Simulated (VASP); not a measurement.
# Rh (Fm-3m) in VASP: single point with PBE

Aim: the single point of Rh with PBE.

All numbers are computed with VASP 6.6.1; they aren't measurements. Logs are shortened: lines on timing, memory, paths and dates and some standing lists are left out, and cuts for length are marked.

**1. The cell of the first run**

The structure is cubic, space group Fm-3m (No. 225). Conventional cell: a = 3.837 Å, b = 3.837 Å, c = 3.837 Å, α = 90.00°, β = 90.00°, γ = 90.00°. Rh (site symmetry m-3m) has 12 Rh at 2.71 Å within 3.6 Å.

**2. Single point, PBE**

Contents of INCAR:

```
  PREC = Accurate
  ENCUT = 520
  EDIFF = 1E-7
  ISMEAR = -1
  SIGMA = 0.13605693000000002
  LREAL = False
  LASPH = True
  NELM = 80
  ALGO = Normal
  ISIF = 2
  LWAVE = False
  LCHARG = False
  GGA = PE
  NBANDS = 14
```

Contents of KPOINTS:

```
regular mesh
0
Gamma
  15 15 15
```

Contents of POSCAR:

```
Rh
1.0
    0.0000000000      1.9184717295      1.9184717295
    1.9184717295      0.0000000000      1.9184717295
    1.9184717295      1.9184717295      0.0000000000
Rh
1
Direct
    0.0000000000      0.0000000000      0.0000000000
```

Potentials or basis: VASP PAW PBE potentials, release 64 (Rh_pv).

Command:

```bash
cat potpaw_PBE.64/Rh_pv/POTCAR > POTCAR
mpirun -np 1 vasp_std > vasp.out
```

OUTCAR:

```text
PREC = Accurate
   ENCUT = 520
   EDIFF = 1E-7
   ISMEAR = -1
   LREAL = False
   LASPH = True
   NELM = 80
   ISIF = 2
   GGA = PE

 ion  position               nearest neighbor table
   1  0.000  0.000  0.000-

  LATTYP: Found a face centered cubic cell.
 ALAT       =     3.8369434590

  Lattice vectors:

 A1 = (   0.0000000000,   1.9184717295,   1.9184717295)
 A2 = (   1.9184717295,   0.0000000000,   1.9184717295)
 A3 = (   1.9184717295,   1.9184717295,   0.0000000000)

Analysis of symmetry for initial positions (statically):
=====================================================================
 Subroutine PRICEL returns:
 Original cell was already a primitive cell.

 Routine SETGRP: Setting up the symmetry group for a
 face centered cubic supercell.

 Subroutine GETGRP returns: Found 48 space group operations
 (whereof 48 operations were pure point group operations)
 out of a pool of 48 trial point group operations.

The static configuration has the point symmetry O_h .

Analysis of symmetry for dynamics (positions and initial velocities):
=====================================================================
 Subroutine PRICEL returns:
 Original cell was already a primitive cell.

 Routine SETGRP: Setting up the symmetry group for a
 face centered cubic supercell.

 Subroutine GETGRP returns: Found 48 space group operations
 (whereof 48 operations were pure point group operations)
 out of a pool of 48 trial point group operations.

The dynamic configuration has the point symmetry O_h .

 Subroutine INISYM returns: Found 48 space group operations
 (whereof 48 operations are pure point group operations),
 and found     1 'primitive' translations

----------------------------------------------------------------------------------------

                                     Primitive cell

  volume of cell :      14.1220

  direct lattice vectors                    reciprocal lattice vectors
     0.000000000  1.918471730  1.918471730    -0.260624117  0.260624117  0.260624117
     1.918471730  0.000000000  1.918471730     0.260624117 -0.260624117  0.260624117
     1.918471730  1.918471730  0.000000000     0.260624117  0.260624117 -0.260624117

  length of vectors
     2.713128739  2.713128739  2.713128739     0.451414212  0.451414212  0.451414212

  position of ions in fractional coordinates (direct lattice)
     0.000000000  0.000000000  0.000000000

  ion indices of the primitive-cell ions
   primitive index   ion index
                 1           1

----------------------------------------------------------------------------------------

 KPOINTS: regular mesh

Automatic generation of k-mesh.
 Grid dimensions read from file:
 generate k-points for:   15   15   15

 Generating k-lattice:

  Cartesian coordinates                     Fractional coordinates (reciprocal lattice)
    -0.017374941  0.017374941  0.017374941     0.066666667  0.000000000  0.000000000
     0.017374941 -0.017374941  0.017374941     0.000000000  0.066666667  0.000000000
     0.017374941  0.017374941 -0.017374941     0.000000000  0.000000000  0.066666667

  Length of vectors
     0.030094281  0.030094281  0.030094281

  Shift w.r.t. Gamma in fractional coordinates (k-lattice)
     0.000000000  0.000000000  0.000000000

 Subroutine IBZKPT returns following result:
 ===========================================

 Found    120 irreducible k-points:

 Following reciprocal coordinates:
            Coordinates               Weight
  0.000000  0.000000  0.000000      1.000000
  0.066667  0.000000  0.000000      8.000000
  0.133333  0.000000  0.000000      8.000000
  0.200000  0.000000  0.000000      8.000000
  0.266667  0.000000  0.000000      8.000000
  0.333333  0.000000  0.000000      8.000000
[... 16 lines left out ...]
  0.133333  0.133333  0.000000      6.000000
  0.200000  0.133333  0.000000     24.000000
 [... further k-points ...]
   k-points           NKPTS =    120   k-points in BZ     NKDIM =    120   number of bands    NBANDS=     14
   number of dos      NEDOS =    301   number of ions     NIONS =      1
   total plane-waves  NPLWV =   8000
   dimension x,y,z NGX =    20 NGY =   20 NGZ =   20
   dimension x,y,z NGXF=    40 NGYF=   40 NGZF=   40
   ions per type =               1
   NGX,Y,Z   is equivalent  to a cutoff of  12.25, 12.25, 12.25 a.u.
   NGXF,Y,Z  is equivalent  to a cutoff of  24.51, 24.51, 24.51 a.u.
 SYSTEM =  unknown system
   PREC   = accura    normal or accurate (medium, high low for compatibility)
   ISTART =      0    job   : 0-new  1-cont  2-samecut
   ICHARG =      2    charge: 1-file 2-atom 10-const
   ISPIN  =      1    spin polarized calculation?
   LNONCOLLINEAR =      F non collinear calculations
   LSORBIT =      F    spin-orbit coupling
   LASPH  =      T    aspherical Exc in radial PAW
   ENCUT  =  520.0 eV  38.22 Ry    6.18 a.u.   5.04  5.04  5.04*2*pi/ulx,y,z
   NELM   =     80;   NELMIN=  2; NELMDL= -5     # of ELM steps
   EDIFF  = 0.1E-06   stopping-criterion for ELM
   LREAL  =      F    real-space projection
   EDIFFG = 0.1E-05   stopping-criterion for IOM
   NSW    =      0    number of steps for IOM
   IBRION =     -1    ionic relax: 0-MD 1-quasi-New 2-CG
   NFREE  =      0    steps in history (QN), initial steepest desc. (CG)
   ISIF   =      2    stress and relaxation
   ISYM   =      2    0-nonsym 1-usesym 2-fastsym
   POTIM  = 0.5000    time-step for ionic-motion
   TEBEG  =    0.0;   TEEND  =   0.0 temperature during run
   PSTRESS=    0.0 pullay stress
   NELECT =      15.0000    total number of electrons
   NUPDOWN=      -1.0000    fix difference up-down
   EMIN   =  10.00;   EMAX   =-10.00  energy-range for DOS
   EFERMI =   0.00;   METHOD = LEGACY
   ISMEAR =    -1;   SIGMA  =   0.14  broadening in eV -4-tet -1-fermi 0-gaus
   EFERMI_NEDOS =   21; number of points for ismear=-14 and -15
   IALGO  =     38    algorithm
   IMIX   =      4    mixing-type and parameters
     AMIX     =   0.40;   BMIX     =  1.00
     AMIX_MAG =   1.60;   BMIX_MAG =  1.00
  volume/ion in A,a.u.               =      14.12        95.30
  Fermi-wavevector in a.u.,A,eV,Ry     =   1.670346  3.156497 37.961026  2.790057
  Thomas-Fermi vector in A             =   2.755860
   LORBIT       =      0    0 simple, 1 ext, 2 COOP (PROOUT), +10 PAW based schemes
   GGA     = PE    functional components
[... 5 lines left out ...]
 non-spin polarized calculation
  energy-cutoff  :      520.00
  volume of cell :       14.12
 maximum number of plane-waves:       388
   NGX =  9   NGY =  9   NGZ =  9

 number of electron      15.0000002 magnetization

 Free energy of the ion-electron system (eV)
  ---------------------------------------------------
  ext. energy  EPLUGINS =         0.00000000
  ---------------------------------------------------
  free energy    TOTEN  =        -7.30099278 eV

  energy without entropy =       -7.21352720  energy(sigma->0) =       -7.25725999

 E-fermi :  11.3995     XC(G=0): -13.8594

 val. band max:       11.3629006240   @ k =  -0.3333   0.3333   0.0000
 cond. band min:      11.4058778678   @ k =  -0.4000   0.4667   0.0667
 fundamental gap:      0.0429772437
 Fermi energy:        11.3995304657

 k-point     1 :       0.0000    0.0000    0.0000
  band No.  band energies     occupation
      1     -34.9119      2.00000
      2     -34.9119      2.00000
      3     -34.9119      2.00000
      4       3.6565      2.00000
      5       8.4689      2.00000
      6       8.4689      2.00000
      7       8.4689      2.00000
      8      10.4662      1.99790
      9      10.4662      1.99790
     10      27.4313      0.00000
     11      32.0325      0.00000
     12      32.7383      0.00000
     13      32.7383      0.00000
     14      32.7383      0.00000

 k-point     2 :       0.0667    0.0000    0.0000
  band No.  band energies     occupation
      1     -34.9417      2.00000
      2     -34.9160      2.00000
      3     -34.9160      2.00000
      4       3.8307      2.00000
      5       8.3939      2.00000
      6       8.5357      2.00000
      7       8.5357      2.00000
      8      10.4298      1.99840
      9      10.4298      1.99840
     10      27.6755      0.00000
     11      31.7757      0.00000
     12      32.0349      0.00000
     13      32.9871      0.00000
     14      32.9871      0.00000

 k-point     3 :       0.1333    0.0000    0.0000
  band No.  band energies     occupation
      1     -35.0253      2.00000
      2     -34.9274      2.00000
      3     -34.9274      2.00000
      4       4.3203      2.00000
      5       8.2239      2.00000
      6       8.6972      2.00000
      7       8.6972      2.00000
      8      10.3676      1.99898
      9      10.3676      1.99898
     10      28.2747      0.00000
     11      29.9494      0.00000
     12      32.0324      0.00000
     13      33.6963      0.00000
     14      33.6963      0.00000
[... 324 lines left out ...]
 k-point    23 :       0.1333    0.1333    0.0000
  band No.  band energies     occupation
      1     -35.0218      2.00000
      2     -34.9529      2.00000
      3     -34.9529      2.00000
      4       4.5436      2.00000
      5       7.9127      2.00000
      6       8.9327      2.00000
      7       8.9327      2.00000
      8       9.8999      1.99997
      9      10.6877      1.98937
     10      28.6843      0.00000
     11      30.9140      0.00000
     12      32.0327      0.00000
     13      32.5188      0.00000
     14      32.5188      0.00000

 k-point    24 :       0.2000    0.1333    0.0000
  band No.  band energies     occupation
      1     -35.1013      2.00000
      2     -34.9738      2.00000
      3     -34.9682      2.00000
      4       5.0699      2.00000
      5       7.6701      2.00000
      6       9.0860      2.00000
      7       9.1584      2.00000
      8       9.8194      1.99998
      9      10.8099      1.97411
     10      29.2289      0.00000
     11      29.7072      0.00000
     12      32.0317      0.00000
     13      32.3022      0.00000
     14      32.8361      0.00000

 [... further k-points ...]

------------------------ aborting loop because EDIFF is reached ----------------------------------------

  FORCE on cell =-STRESS in cart. coord.  units (eV):
  Direction    XX          YY          ZZ          XY          YZ          ZX
  --------------------------------------------------------------------------------------
  -------------------------------------------------------------------------------------
  Total       -0.0484415     -0.0484415     -0.0484415      0.0000000     -0.0000000      0.0000000
  in kB       -5.4958178     -5.4958178     -5.4958178      0.0000000     -0.0000000      0.0000000
  external PRESSURE =      -5.4958178 kB  Pullay stress =       0.0000000 kB

 VOLUME and BASIS-vectors are now :
 -----------------------------------------------------------------------------
  energy-cutoff  :      520.00
  volume of cell :       14.12
      direct lattice vectors                 reciprocal lattice vectors
     0.000000000  1.918471730  1.918471730    -0.260624117  0.260624117  0.260624117
     1.918471730  0.000000000  1.918471730     0.260624117 -0.260624117  0.260624117
     1.918471730  1.918471730  0.000000000     0.260624117  0.260624117 -0.260624117

 POSITION                                       TOTAL-FORCE (eV/Angst)
 -----------------------------------------------------------------------------------
      0.00000      0.00000      0.00000         0.000000      0.000000      0.000000
 -----------------------------------------------------------------------------------
    total drift:                                0.000000      0.000000      0.000000

  FREE ENERGIE OF THE ION-ELECTRON SYSTEM (eV)
  ---------------------------------------------------
  free  energy   TOTEN  =        -7.3009927776 eV

  energy  without entropy=       -7.2135271990  energy(sigma->0) =       -7.25725999
```

Run time: 13 s. Hardware: 1 thread of Intel Xeon Platinum 8488C (Sapphire Rapids), shared host; peak memory 0.11 GiB.

What came out:

- Free energy: -7.3010 eV
- Pressure: -0.5 GPa

Levels at points of the mesh, in eV from the Fermi level:
```tsv
k point	band 5	band 6	band 7	band 8	band 9	band 10
(0.00, 0.00, 0.00)	-2.93	-2.93	-2.93	-0.93	-0.93	16.03
```
